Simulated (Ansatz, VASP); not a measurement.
Two plane-wave programs on Te

The input INCAR:

```
  ALGO = Normal
  EDIFF = 1E-6
  ENCUT = 520
  GGA = PE
  ISIF = 2
  ISMEAR = 0
  LASPH = T
  LCHARG = F
  LREAL = F
  LWAVE = F
  NBANDS = 9
  NELM = 100
  PREC = Accurate
  SIGMA = 0.15
```

The input KPOINTS:

```
k-points
0
Gamma
  15 15 15
```

POSCAR

```
Te
1.0
    2.2737721817      1.3127629812      1.9236112657
   -2.2737721817      1.3127629812      1.9236112657
    0.0000000000     -2.6255259624      1.9236112658
Te
1
Direct
    0.5000000000      0.5000000000      0.5000000000
```

Input for Ansatz:

```yaml
crystal:
  lattice:
    - [2.2737721817, 1.3127629812, 1.9236112657]
    - [-2.2737721817, 1.3127629812, 1.9236112657]
    - [0.0, -2.6255259624, 1.9236112658]
  atoms:
    - { symbol: Te, position: [0.5, 0.5, 0.5] }
basis:
  ecutwfc: 420
kpoints:
  mp_grid: { grid: [15, 15, 15] }
hamiltonian:
  xc: pbe
scf:
  occupations: { method: gaussian, width: 0.15 }
output:
  forces: true
  stress: true
  eigenvalues: true
```

Alike in both runs: task single point; functional PBE; k mesh 15 × 15 × 15; occupations gaussian, width 0.15 eV; no spin polarisation.

|  | VASP | Ansatz |
| --- | --- | --- |
| version | VASP 6.6.1 | Ansatz 0.2.0 |
| potentials or method | VASP PAW PBE potentials, release 64 (Te), cutoff 520 eV | scalar-relativistic, plane waves, PAW |
| valence electrons in the cell | 6 | 16 |

Ansatz gave:

- gap on the k mesh at the Fermi level (eV): none
- pressure (GPa): -2.3
- traceless stress, the component that is largest in VASP (GPa): -0.25

Question: Estimate VASP's values.

Answer: gap on the k mesh at the Fermi level (eV): none; pressure (GPa): -2.4; traceless stress, the component that is largest in VASP (GPa): -0.25.

A gap of «none» marks a metal or a gap that the smearing closes. With one functional, cell and mesh, what is left measures potentials, basis and numerics. VASP's potentials hold 6 valence electrons a cell and Ansatz's 16, so a difference there can come from the potentials and not from the codes.

Spin-orbit coupling is off throughout.
